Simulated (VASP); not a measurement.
# In (P6/mmm) in VASP: a series of runs, part 2 of 3

VASP 6.6.1. The steps go on from the part before.

## (3) Single point, LDA (volume scaled by 1.08)

INCAR

```
  PREC = Accurate
  ENCUT = 520
  EDIFF = 1E-6
  ISMEAR = -1
  SIGMA = 0.1
  LREAL = F
  LASPH = T
  NELM = 100
  ALGO = Normal
  ISIF = 2
  LWAVE = F
  LCHARG = T
  LELF = T
  LVHAR = T
  NBANDS = 26
```

KPOINTS

```
Automatic mesh
0
Gamma
  8 8 11
```

POSCAR

```
In
1.0
    5.3305379620      0.0000000000      0.0000000000
   -2.6652689810      4.6163812909      0.0000000000
    0.0000000000      0.0000000000      3.2873998422
In
3
Direct
    0.0000000000      0.0000000000      0.0000000000
    0.3333333333      0.6666666667      0.5000000000
    0.6666666667      0.3333333333      0.5000000000
```

Potentials or basis: VASP PAW LDA potentials, release 64 (In_d).

Command:

```
$ cat potpaw_LDA.64/In_d/POTCAR > POTCAR
$ mpirun -np 1 vasp_std > vasp.out
```

OUTCAR:

```text
PREC = Accurate
   ENCUT = 520
   EDIFF = 1E-6
   ISMEAR = -1
   LREAL = F
   LASPH = T
   NELM = 100
   ISIF = 2

 ion  position               nearest neighbor table
   1  0.000  0.000  0.000-   2 3.49   3 3.49   2 3.49   3 3.49   2 3.49   2 3.49   3 3.49   3 3.49
                             3 3.49   3 3.49   2 3.49   2 3.49
   2  0.333  0.667  0.500-   3 3.08   3 3.08   3 3.08   1 3.49   1 3.49   1 3.49   1 3.49   1 3.49
                             1 3.49
   3  0.667  0.333  0.500-   2 3.08   2 3.08   2 3.08   1 3.49   1 3.49   1 3.49   1 3.49   1 3.49
                             1 3.49

  LATTYP: Found a hexagonal cell.
[... 887 lines left out ...]

 [... further k-points ...]
[... 5 lines left out ...]
  --------------------------------------------------------------------------------------
  -------------------------------------------------------------------------------------
  Total       -1.4778082     -1.4778082     -1.5471022      0.0000000      0.0000000      0.0000000
  in kB      -29.2686977    -29.2686977    -30.6410999      0.0000000      0.0000000      0.0000000
  external PRESSURE =     -29.7261651 kB  Pullay stress =       0.0000000 kB

 VOLUME and BASIS-vectors are now :
 -----------------------------------------------------------------------------
  energy-cutoff  :      520.00
  volume of cell :       80.90
      direct lattice vectors                 reciprocal lattice vectors
     5.330537962  0.000000000  0.000000000     0.187598326  0.108309944  0.000000000
    -2.665268981  4.616381291  0.000000000     0.000000000  0.216619888  0.000000000
     0.000000000  0.000000000  3.287399842     0.000000000  0.000000000  0.304191777

 POSITION                                       TOTAL-FORCE (eV/Angst)
 -----------------------------------------------------------------------------------
      0.00000      0.00000      0.00000         0.000000      0.000000      0.000000
     -0.00000      3.07759      1.64370         0.000000      0.000000      0.000000
      2.66527      1.53879      1.64370        -0.000000      0.000000      0.000000
 -----------------------------------------------------------------------------------
    total drift:                               -0.000000      0.000000      0.000000

  FREE ENERGIE OF THE ION-ELECTRON SYSTEM (eV)
  ---------------------------------------------------
  free  energy   TOTEN  =        -9.5212532064 eV

  energy  without entropy=       -9.4578538530  energy(sigma->0) =       -9.48955353
```

OSZICAR:

```text
N       E                     dE             d eps       ncg     rms          rms(c)
DAV:   1     0.348703731955E+03    0.34870E+03   -0.18886E+04  3120   0.203E+03
DAV:   2     0.206169238170E+02   -0.32809E+03   -0.32397E+03  3120   0.440E+02
DAV:   3    -0.856208408839E+01   -0.29179E+02   -0.28909E+02  3652   0.160E+02
DAV:   4    -0.956780365778E+01   -0.10057E+01   -0.10040E+01  3854   0.330E+01
DAV:   5    -0.962028636902E+01   -0.52483E-01   -0.52479E-01  4944   0.575E+00    0.403E+00
DAV:   6    -0.954124775024E+01    0.79039E-01   -0.14477E-01  4150   0.552E+00    0.191E+00
DAV:   7    -0.952297514404E+01    0.18273E-01   -0.43690E-02  4232   0.260E+00    0.394E-01
DAV:   8    -0.952126045554E+01    0.17147E-02   -0.34174E-03  3698   0.827E-01    0.508E-02
DAV:   9    -0.952125341385E+01    0.70417E-05   -0.16826E-04  4692   0.139E-01    0.333E-02
DAV:  10    -0.952125325317E+01    0.16068E-06   -0.10805E-05  3918   0.347E-02    0.787E-03
DAV:  11    -0.952125320644E+01    0.46727E-07   -0.93041E-07  1930   0.154E-02
   1 F= -.95212532E+01 E0= -.94895535E+01  d E =-.633994E-01
```

Run time: 38 s. Hardware: 1 thread of Intel Xeon 6975P-C (Granite Rapids), shared host; peak memory 0.21 GiB.

What came out:

| Property | Result |
| --- | --- |
| Free energy | -9.5213 eV |
| Pressure | -3.0 GPa |

Caveat: spin-orbit coupling is left out, which moves the levels of the heavy elements.

## (4) Single point, LDA (volume scaled by 1.12)

INCAR

```
SYSTEM = In
PREC = Accurate ; ENCUT = 520
EDIFF = 1E-7 ; ISMEAR = -1
SIGMA = 0.1 ; LREAL = .False.
LASPH = .True. ; NELM = 100
ALGO = Normal ; ISIF = 2
LWAVE = .False. ; LCHARG = .True.
LELF = .True. ; LVHAR = .True.
NBANDS = 26
```

KPOINTS

```
regular mesh
0
Gamma
  8 8 11
  0 0 0
```

POSCAR

```
In
1.0
    5.3955509299      0.0000000000      0.0000000000
   -2.6977754650      4.6726841727      0.0000000000
    0.0000000000      0.0000000000      3.3274940357
In
3
Direct
    0.0000000000      0.0000000000      0.0000000000
    0.3333333333      0.6666666667      0.5000000000
    0.6666666667      0.3333333333      0.5000000000
```

Potentials or basis: VASP PAW LDA potentials, release 64 (In_d).

Command:

```
$ cat potpaw_LDA.64/In_d/POTCAR > POTCAR
$ mpirun -np 1 vasp_std > vasp.out
```

OUTCAR:

```text
SYSTEM = In
   PREC = Accurate
   ENCUT = 520
   EDIFF = 1E-7
   ISMEAR = -1
   LREAL = .False.
   LASPH = .True.
   NELM = 100
   ISIF = 2

 ion  position               nearest neighbor table
   1  0.000  0.000  0.000-   2 3.53   3 3.53   2 3.53   3 3.53   3 3.53   3 3.53   2 3.53   2 3.53
                             3 3.53   3 3.53   2 3.53   2 3.53
   2  0.333  0.667  0.500-   3 3.12   3 3.12   3 3.12   1 3.53   1 3.53   1 3.53   1 3.53   1 3.53
                             1 3.53
   3  0.667  0.333  0.500-   2 3.12   2 3.12   2 3.12   1 3.53   1 3.53   1 3.53   1 3.53   1 3.53
                             1 3.53

  LATTYP: Found a hexagonal cell.
 ALAT       =     5.3955509299
 C/A-ratio  =     0.6167107083

  Lattice vectors:

 A1 = (   5.3955509299,   0.0000000000,   0.0000000000)
 A2 = (  -2.6977754650,   4.6726841727,   0.0000000000)
 A3 = (   0.0000000000,   0.0000000000,   3.3274940357)

Analysis of symmetry for initial positions (statically):
=====================================================================
 Subroutine PRICEL returns:
 Original cell was already a primitive cell.

 Routine SETGRP: Setting up the symmetry group for a
 hexagonal supercell.

 Subroutine GETGRP returns: Found 24 space group operations
 (whereof 24 operations were pure point group operations)
 out of a pool of 24 trial point group operations.

The static configuration has the point symmetry D_6h.

Analysis of symmetry for dynamics (positions and initial velocities):
=====================================================================
 Subroutine PRICEL returns:
 Original cell was already a primitive cell.

 Routine SETGRP: Setting up the symmetry group for a
 hexagonal supercell.

 Subroutine GETGRP returns: Found 24 space group operations
 (whereof 24 operations were pure point group operations)
 out of a pool of 24 trial point group operations.

The dynamic configuration has the point symmetry D_6h.

 Subroutine INISYM returns: Found 24 space group operations
 (whereof 24 operations are pure point group operations),
 and found     1 'primitive' translations

----------------------------------------------------------------------------------------

                                     Primitive cell

  volume of cell :      83.8918

  direct lattice vectors                    reciprocal lattice vectors
     5.395550930  0.000000000  0.000000000     0.185337885  0.107004878  0.000000000
    -2.697775465  4.672684173  0.000000000     0.000000000  0.214009756  0.000000000
     0.000000000  0.000000000  3.327494036     0.000000000  0.000000000  0.300526459

  length of vectors
     5.395550930  5.395550930  3.327494036     0.214009756  0.214009756  0.300526459

  position of ions in fractional coordinates (direct lattice)
     0.000000000  0.000000000  0.000000000
     0.333333333  0.666666667  0.500000000
     0.666666667  0.333333333  0.500000000

  ion indices of the primitive-cell ions
   primitive index   ion index
                 1           1
                 2           2
                 3           3

----------------------------------------------------------------------------------------

 KPOINTS: regular mesh

Automatic generation of k-mesh.
 Grid dimensions read from file:
 generate k-points for:    8    8   11

 Generating k-lattice:

  Cartesian coordinates                     Fractional coordinates (reciprocal lattice)
     0.023167236  0.013375610  0.000000000     0.125000000  0.000000000  0.000000000
     0.000000000  0.026751220  0.000000000     0.000000000  0.125000000  0.000000000
     0.000000000  0.000000000  0.027320587     0.000000000  0.000000000  0.090909091

  Length of vectors
     0.026751220  0.026751220  0.027320587

  Shift w.r.t. Gamma in fractional coordinates (k-lattice)
     0.000000000  0.000000000  0.000000000

 Subroutine IBZKPT returns following result:
 ===========================================

 Found     60 irreducible k-points:

 Following reciprocal coordinates:
            Coordinates               Weight
  0.000000  0.000000  0.000000      1.000000
  0.125000  0.000000  0.000000      6.000000
  0.250000  0.000000  0.000000      6.000000
  0.375000  0.000000  0.000000      6.000000
  0.500000  0.000000  0.000000      3.000000
  0.125000  0.125000  0.000000      6.000000
[... 16 lines left out ...]
  0.250000  0.000000  0.181818     12.000000
  0.375000  0.000000  0.181818     12.000000
 [... further k-points ...]
   k-points           NKPTS =     60   k-points in BZ     NKDIM =     60   number of bands    NBANDS=     26
   number of dos      NEDOS =    301   number of ions     NIONS =      3
   total plane-waves  NPLWV =  44800
   dimension x,y,z NGX =    40 NGY =   40 NGZ =   28
   dimension x,y,z NGXF=    80 NGYF=   80 NGZF=   56
   ions per type =               3
   NGX,Y,Z   is equivalent  to a cutoff of  12.32, 12.32, 13.99 a.u.
   NGXF,Y,Z  is equivalent  to a cutoff of  24.65, 24.65, 27.98 a.u.
 SYSTEM =  In
   PREC   = accura    normal or accurate (medium, high low for compatibility)
   ISTART =      0    job   : 0-new  1-cont  2-samecut
   ICHARG =      2    charge: 1-file 2-atom 10-const
   ISPIN  =      1    spin polarized calculation?
   LNONCOLLINEAR =      F non collinear calculations
   LSORBIT =      F    spin-orbit coupling
   LASPH  =      T    aspherical Exc in radial PAW
   ENCUT  =  520.0 eV  38.22 Ry    6.18 a.u.  10.03 10.03  6.19*2*pi/ulx,y,z
   NELM   =    100;   NELMIN=  2; NELMDL= -5     # of ELM steps
   EDIFF  = 0.1E-06   stopping-criterion for ELM
   LREAL  =      F    real-space projection
   EDIFFG = 0.1E-05   stopping-criterion for IOM
   NSW    =      0    number of steps for IOM
   IBRION =     -1    ionic relax: 0-MD 1-quasi-New 2-CG
   NFREE  =      0    steps in history (QN), initial steepest desc. (CG)
   ISIF   =      2    stress and relaxation
   ISYM   =      2    0-nonsym 1-usesym 2-fastsym
   POTIM  = 0.5000    time-step for ionic-motion
   TEBEG  =    0.0;   TEEND  =   0.0 temperature during run
   PSTRESS=    0.0 pullay stress
   NELECT =      39.0000    total number of electrons
   NUPDOWN=      -1.0000    fix difference up-down
   EMIN   =  10.00;   EMAX   =-10.00  energy-range for DOS
   EFERMI =   0.00;   METHOD = LEGACY
   ISMEAR =    -1;   SIGMA  =   0.10  broadening in eV -4-tet -1-fermi 0-gaus
   EFERMI_NEDOS =   21; number of points for ismear=-14 and -15
   IALGO  =     38    algorithm
   IMIX   =      4    mixing-type and parameters
     AMIX     =   0.40;   BMIX     =  1.00
     AMIX_MAG =   1.60;   BMIX_MAG =  1.00
  volume/ion in A,a.u.               =      27.96       188.71
  Fermi-wavevector in a.u.,A,eV,Ry     =   1.268206  2.396562 21.882888  1.608347
  Thomas-Fermi vector in A             =   2.401313
   LORBIT       =      0    0 simple, 1 ext, 2 COOP (PROOUT), +10 PAW based schemes
   GGA     = CA    functional components
   LHFCALC =     F    Hartree Fock is set to
   AEXX    =    0.0000 exact exchange contribution
   IVDW    =     0    specifies the selected vdW correction
   LEPSILON=     F    determine dielectric tensor
   LRPA    =     F    only Hartree local field effects (RPA)
 non-spin polarized calculation
  energy-cutoff  :      520.00
  volume of cell :       83.89
 maximum number of plane-waves:      2292
   NGX = 21   NGY = 21   NGZ = 13

 number of electron      39.0000006 magnetization

 Free energy of the ion-electron system (eV)
  ---------------------------------------------------
  ext. energy  EPLUGINS =         0.00000000
  ---------------------------------------------------
  free energy    TOTEN  =        -9.45727773 eV

  energy without entropy =       -9.39280016  energy(sigma->0) =       -9.42503894

 E-fermi :   6.5246     XC(G=0): -10.2076

 val. band max:        6.5200554914   @ k =   0.0000   0.0000   0.4545
 cond. band min:       6.5319054225   @ k =   0.0000   0.0000   0.2727
 fundamental gap:      0.0118499311
 Fermi energy:         6.5245548734

 k-point     1 :       0.0000    0.0000    0.0000
  band No.  band energies     occupation
      1      -8.2238      2.00000
      2      -8.0220      2.00000
      3      -8.0196      2.00000
      4      -8.0196      2.00000
      5      -7.9992      2.00000
      6      -7.9130      2.00000
[... 18 lines left out ...]
     25      16.6616      0.00000
     26      16.6876      0.00000
[... 644 lines left out ...]
      4      -8.0026      2.00000
      5      -7.9903      2.00000
      6      -7.9346      2.00000
[... 18 lines left out ...]
     25      12.3796      0.00000
     26      12.5026      0.00000

 [... further k-points ...]
[... 5 lines left out ...]
  --------------------------------------------------------------------------------------
  -------------------------------------------------------------------------------------
  Total       -2.0609180     -2.0609180     -2.1324194      0.0000000      0.0000000      0.0000000
  in kB      -39.3597014    -39.3597014    -40.7252441      0.0000000      0.0000000      0.0000000
  external PRESSURE =     -39.8148823 kB  Pullay stress =       0.0000000 kB

 VOLUME and BASIS-vectors are now :
 -----------------------------------------------------------------------------
  energy-cutoff  :      520.00
  volume of cell :       83.89
      direct lattice vectors                 reciprocal lattice vectors
     5.395550930  0.000000000  0.000000000     0.185337885  0.107004878  0.000000000
    -2.697775465  4.672684173  0.000000000     0.000000000  0.214009756  0.000000000
     0.000000000  0.000000000  3.327494036     0.000000000  0.000000000  0.300526459

 POSITION                                       TOTAL-FORCE (eV/Angst)
 -----------------------------------------------------------------------------------
      0.00000      0.00000      0.00000         0.000000      0.000000      0.000000
     -0.00000      3.11512      1.66375        -0.000000      0.000000      0.000000
      2.69778      1.55756      1.66375         0.000000      0.000000     -0.000000
 -----------------------------------------------------------------------------------
    total drift:                               -0.000000      0.000000      0.000000

  FREE ENERGIE OF THE ION-ELECTRON SYSTEM (eV)
  ---------------------------------------------------
  free  energy   TOTEN  =        -9.4572777259 eV

  energy  without entropy=       -9.3928001610  energy(sigma->0) =       -9.42503894
```

OSZICAR:

```text
N       E                     dE             d eps       ncg     rms          rms(c)
DAV:   1     0.348220384037E+03    0.34822E+03   -0.18716E+04  3120   0.200E+03
DAV:   2     0.214426788104E+02   -0.32678E+03   -0.32263E+03  3128   0.439E+02
DAV:   3    -0.847435904389E+01   -0.29917E+02   -0.29703E+02  3758   0.161E+02
DAV:   4    -0.949417829896E+01   -0.10198E+01   -0.10180E+01  3782   0.333E+01
DAV:   5    -0.954833725651E+01   -0.54159E-01   -0.54156E-01  4954   0.586E+00    0.372E+00
DAV:   6    -0.947554030367E+01    0.72797E-01   -0.13499E-01  4116   0.523E+00    0.178E+00
DAV:   7    -0.945882647192E+01    0.16714E-01   -0.41058E-02  4154   0.246E+00    0.373E-01
DAV:   8    -0.945728251113E+01    0.15440E-02   -0.31734E-03  3696   0.798E-01    0.485E-02
DAV:   9    -0.945727772522E+01    0.47859E-05   -0.17286E-04  4594   0.141E-01    0.310E-02
DAV:  10    -0.945727776305E+01   -0.37827E-07   -0.10765E-05  4476   0.412E-02    0.801E-03
DAV:  11    -0.945727773712E+01    0.25925E-07   -0.10265E-06  3812   0.156E-02    0.236E-03
DAV:  12    -0.945727772588E+01    0.11241E-07   -0.57759E-08  1928   0.407E-03
   1 F= -.94572777E+01 E0= -.94250389E+01  d E =-.644776E-01
```

Wall time 50 s (1 thread of Intel Xeon 6975P-C (Granite Rapids), shared host); peak memory 0.22 GiB.

What came out:

* Free energy: -9.4573 eV
* Pressure: -4.0 GPa

Stress tensor (GPa, compression positive):
```
-3.94  0.00  0.00
 0.00 -3.94  0.00
 0.00  0.00 -4.07
```

Levels at points of the mesh, in eV from the Fermi level:
```tsv
k point	band 17	band 18	band 19	band 20	band 21	band 22
(0.00, 0.00, 0.00)	-2.96	-2.72	-0.92	-0.92	-0.79	-0.79
(0.50, 0.00, 0.00)	-7.29	-3.99	-2.95	3.28	3.40	4.58
```

Caveat: spin-orbit coupling is left out, which moves the levels of the heavy elements.

(Part 2 of 3 ends here.)
